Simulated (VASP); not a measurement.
# CaSe (F-43m) in VASP: a series of runs

Aim: see how the results for CaSe move with the level of theory and the settings. Levels: r2SCAN, PBE. Tasks: single point, molecular dynamics.

Everything below comes from runs of VASP 6.6.1. Logs are shortened: lines on timing, memory, paths and dates and some standing lists are left out, and cuts for length are marked.

## 1. The cell of the first run

The structure is cubic, space group F-43m (No. 216). Conventional cell: a = 6.600 Å, b = 6.600 Å, c = 6.600 Å, α = 90.00°, β = 90.00°, γ = 90.00°. Ca (site symmetry -43m) has 4 Se at 2.86 Å within 3.8 Å. Se (site symmetry -43m) has 4 Ca at 2.86 Å within 3.8 Å.

## 2. Single point, r2SCAN

POSCAR reads:

```
CaSe
1.0
    0.0000000000      3.3000000000      3.3000000000
    3.3000000000      0.0000000000      3.3000000000
    3.3000000000      3.3000000000      0.0000000000
Ca Se
1 1
Direct
    0.0000000000      0.0000000000      0.0000000000
    0.7500000000      0.7500000000      0.7500000000
```

INCAR.step1 reads:

```
SYSTEM = CaSe
  PREC = Accurate
  ENCUT = 520
  ISMEAR = 0
  SIGMA = 0.1
  LREAL = .False.
  LASPH = .True.
  NELM = 60
  NBANDS = 15
  GGA = PE
  ALGO = Normal
  EDIFF = 1E-4
  LWAVE = .True.
  LCHARG = .False.
```

INCAR.step2 reads:

```
SYSTEM = CaSe
  PREC = Accurate
  ENCUT = 520
  EDIFF = 1E-6
  ISMEAR = 0
  SIGMA = 0.1
  LREAL = .False.
  LASPH = .True.
  NELM = 60
  ALGO = Normal
  ISIF = 2
  LWAVE = .False.
  LCHARG = .False.
  METAGGA = R2SCAN
  LMIXTAU = .True.
  NBANDS = 15
  ISTART = 1
```

KPOINTS reads:

```
Automatic mesh
0
Gamma
  4 4 4
  0 0 0
```

Potentials or basis: VASP PAW PBE potentials, release 64 (Ca_sv, Se).

Run with:

```bash
$ cat potpaw_PBE.64/Ca_sv/POTCAR potpaw_PBE.64/Se/POTCAR > POTCAR
$ cp INCAR.step1 INCAR
$ mpirun -np 1 vasp_std > vasp.out
$ cp INCAR.step2 INCAR
$ mpirun -np 1 vasp_std > vasp.out
```

OUTCAR:

```text
SYSTEM = CaSe
   PREC = Accurate
   ENCUT = 520
   EDIFF = 1E-6
   ISMEAR = 0
   LREAL = .False.
   LASPH = .True.
   NELM = 60
   ISIF = 2
   METAGGA = R2SCAN
   ISTART = 1

 ion  position               nearest neighbor table
   1  0.000  0.000  0.000-   2 2.86   2 2.86   2 2.86   2 2.86
   2  0.750  0.750  0.750-   1 2.86   1 2.86   1 2.86   1 2.86

  LATTYP: Found a face centered cubic cell.
 ALAT       =     6.6000000000

  Lattice vectors:

 A1 = (   0.0000000000,   3.3000000000,   3.3000000000)
 A2 = (   3.3000000000,   0.0000000000,   3.3000000000)
 A3 = (   3.3000000000,   3.3000000000,   0.0000000000)

Analysis of symmetry for initial positions (statically):
=====================================================================
 Subroutine PRICEL returns:
 Original cell was already a primitive cell.

 Routine SETGRP: Setting up the symmetry group for a
 face centered cubic supercell.

 Subroutine GETGRP returns: Found 24 space group operations
 (whereof 24 operations were pure point group operations)
 out of a pool of 48 trial point group operations.

The static configuration has the point symmetry T_d .

Analysis of symmetry for dynamics (positions and initial velocities):
=====================================================================
 Subroutine PRICEL returns:
 Original cell was already a primitive cell.

 Routine SETGRP: Setting up the symmetry group for a
 face centered cubic supercell.

 Subroutine GETGRP returns: Found 24 space group operations
 (whereof 24 operations were pure point group operations)
 out of a pool of 48 trial point group operations.

The dynamic configuration has the point symmetry T_d .

 Subroutine INISYM returns: Found 24 space group operations
 (whereof 24 operations are pure point group operations),
 and found     1 'primitive' translations

----------------------------------------------------------------------------------------

                                     Primitive cell

  volume of cell :      71.8740

  direct lattice vectors                    reciprocal lattice vectors
     0.000000000  3.300000000  3.300000000    -0.151515152  0.151515152  0.151515152
     3.300000000  0.000000000  3.300000000     0.151515152 -0.151515152  0.151515152
     3.300000000  3.300000000  0.000000000     0.151515152  0.151515152 -0.151515152

  length of vectors
     4.666904756  4.666904756  4.666904756     0.262431941  0.262431941  0.262431941

  position of ions in fractional coordinates (direct lattice)
     0.000000000  0.000000000  0.000000000
[... 72 lines left out ...]
   NELECT =      16.0000    total number of electrons
   NUPDOWN=      -1.0000    fix difference up-down
   EMIN   =  10.00;   EMAX   =-10.00  energy-range for DOS
   EFERMI =   0.00;   METHOD = LEGACY
   ISMEAR =     0;   SIGMA  =   0.10  broadening in eV -4-tet -1-fermi 0-gaus
   EFERMI_NEDOS =   21; number of points for ismear=-14 and -15
   IALGO  =     38    algorithm
   IMIX   =      4    mixing-type and parameters
     AMIX     =   0.40;   BMIX     =  1.00
     AMIX_MAG =   1.60;   BMIX_MAG =  1.00
  volume/ion in A,a.u.               =      35.94       242.51
  Fermi-wavevector in a.u.,A,eV,Ry     =   0.992181  1.874950 13.393889  0.984423
  Thomas-Fermi vector in A             =   2.123975
   LORBIT       =      0    0 simple, 1 ext, 2 COOP (PROOUT), +10 PAW based schemes
   METAGGA = R2SCAN    functional components
   LHFCALC =     F    Hartree Fock is set to
   AEXX    =    0.0000 exact exchange contribution
   IVDW    =     0    specifies the selected vdW correction
   LEPSILON=     F    determine dielectric tensor
   LRPA    =     F    only Hartree local field effects (RPA)
 non-spin polarized calculation
 Gauss-broadening in eV      SIGMA  =   0.10
  energy-cutoff  :      520.00
  volume of cell :       71.87
 maximum number of plane-waves:      1964
 NGX is ok and might be reduce to    36
   NGX = 17   NGY = 17   NGZ = 17

 number of electron      16.0000001 magnetization

 Free energy of the ion-electron system (eV)
  ---------------------------------------------------
  ext. energy  EPLUGINS =         0.00000000
  ---------------------------------------------------
  free energy    TOTEN  =       -25.35811592 eV

  energy without entropy =      -25.35811592  energy(sigma->0) =      -25.35811592

 E-fermi :  -0.0619     XC(G=0):  -7.9414

 val. band max:       -0.6530734027   @ k =  -0.2500   0.2500   0.0000
 cond. band min:       2.9704718279   @ k =   0.0000   0.0000   0.0000
 fundamental gap:      3.6235452306
 Fermi energy:        -0.0618660301

 k-point     1 :       0.0000    0.0000    0.0000
  band No.  band energies     occupation
      1     -41.3299      2.00000
      2     -21.4564      2.00000
      3     -21.4564      2.00000
      4     -21.4564      2.00000
      5     -11.3518      2.00000
      6      -0.7399      2.00000
      7      -0.7399      2.00000
      8      -0.7399      2.00000
      9       2.9705      0.00000
     10       5.2457      0.00000
     11       5.2457      0.00000
     12       7.2351      0.00000
     13       7.2351      0.00000
     14       7.2351      0.00000
[... 113 lines left out ...]
      2     -21.4969      2.00000
      3     -21.4747      2.00000
      4     -21.4693      2.00000
      5     -11.0117      2.00000
      6      -1.3655      2.00000
      7      -1.3265      2.00000
      8      -0.7716      2.00000
      9       3.4968      0.00000
     10       4.8327      0.00000
     11       5.8104      0.00000
     12       6.0874      0.00000
     13       6.7106      0.00000
     14       8.6290      0.00000
     15       8.7650      0.00000

------------------------ aborting loop because EDIFF is reached ----------------------------------------

  FORCE on cell =-STRESS in cart. coord.  units (eV):
  Direction    XX          YY          ZZ          XY          YZ          ZX
  --------------------------------------------------------------------------------------
  -------------------------------------------------------------------------------------
  Total       -0.2073657     -0.2073657     -0.2073657     -0.0000000      0.0000000      0.0000000
  in kB       -4.6224869     -4.6224869     -4.6224869     -0.0000000      0.0000000      0.0000000
  external PRESSURE =      -4.6224869 kB  Pullay stress =       0.0000000 kB

 VOLUME and BASIS-vectors are now :
 -----------------------------------------------------------------------------
  energy-cutoff  :      520.00
  volume of cell :       71.87
      direct lattice vectors                 reciprocal lattice vectors
     0.000000000  3.300000000  3.300000000    -0.151515152  0.151515152  0.151515152
     3.300000000  0.000000000  3.300000000     0.151515152 -0.151515152  0.151515152
     3.300000000  3.300000000  0.000000000     0.151515152  0.151515152 -0.151515152

 POSITION                                       TOTAL-FORCE (eV/Angst)
 -----------------------------------------------------------------------------------
      0.00000      0.00000      0.00000         0.000000      0.000000      0.000000
      4.95000      4.95000      4.95000        -0.000000     -0.000000     -0.000000
 -----------------------------------------------------------------------------------
    total drift:                               -0.000000     -0.000000     -0.000000

  FREE ENERGIE OF THE ION-ELECTRON SYSTEM (eV)
  ---------------------------------------------------
  free  energy   TOTEN  =       -25.3581159168 eV

  energy  without entropy=      -25.3581159168  energy(sigma->0) =      -25.35811592
```

Wall time 2 min (1 thread of AMD EPYC 7R13, shared host); peak memory 0.19 GiB.

What came out:

```
Free energy            : -25.3581 eV
Pressure               : -0.5 GPa
Band gap on the k mesh : 3.62 eV, indirect (least direct gap 3.71 eV)
```

Levels at points of the mesh, in eV from the valence-band top:
| k point | band 6 | band 7 | band 8 | band 9 | band 10 | band 11 |
| --- | --- | --- | --- | --- | --- | --- |
| (0.00, 0.00, 0.00) | -0.09 | -0.09 | -0.09 | 3.62 | 5.90 | 5.90 |
| (0.50, 0.00, 0.00) | -1.21 | -0.01 | -0.01 | 5.56 | 6.01 | 6.01 |
| (0.50, 0.50, 0.00) | -1.22 | -0.05 | -0.05 | 3.89 | 5.51 | 6.63 |

Caveat: the PAW data sets were made with another functional, which shifts forces and pressure a little.

## 3. Molecular dynamics, PBE

INCAR reads:

```
SYSTEM = CaSe
ALGO = Normal
EDIFF = 1E-5
ENCUT = 350
GGA = PE
GGA_COMPAT = .FALSE.
IBRION = 0
ISIF = 2
ISMEAR = 0
ISYM = 0
LASPH = .TRUE.
LCHARG = .FALSE.
LREAL = .FALSE.
LWAVE = .FALSE.
MAXMIX = 40
MDALGO = 2
NELM = 120
NELMIN = 4
NSW = 6
POTIM = 2.0
PREC = Normal
RANDOM_SEED = 82 0 0
SIGMA = 0.075
SMASS = 0
TEBEG = 2500.0
TEEND = 2500.0
```

KPOINTS reads:

```
k-points
0
G
  1 1 1
  0 0 0
```

POSCAR is that of step 2.

Potentials or basis: VASP PAW PBE potentials, release 64 (Ca_sv, Se).

Run with:

```bash
$ cat potpaw_PBE.64/Ca_sv/POTCAR potpaw_PBE.64/Se/POTCAR > POTCAR
$ mpirun -np 1 vasp_gam > vasp.out
```

Wall time 6.6 s (1 thread of Intel Xeon Platinum 8481C at 2.70GHz (Sapphire Rapids), shared host); peak memory 0.14 GiB.

The path:
| step | potential energy change (eV) | largest force (eV/Å) | pressure (GPa) | volume (Å³) | temperature (K) |
| --- | --- | --- | --- | --- | --- |
| 1 | 0.0000 | 0.0007 | -1.80 | 71.87 | 2500 |
| 2 | 0.0023 | 0.1486 | -1.78 | 71.87 | 2483 |
| 3 | 0.0090 | 0.2986 | -1.74 | 71.87 | 2431 |
| 4 | 0.0203 | 0.4538 | -1.65 | 71.87 | 2346 |
| 5 | 0.0359 | 0.6123 | -1.56 | 71.87 | 2231 |
| 6 | 0.0556 | 0.7715 | -1.47 | 71.87 | 2090 |

Caveat: the k points lie up to 1.65 Å⁻¹ apart.

[end of part 1 of 2]
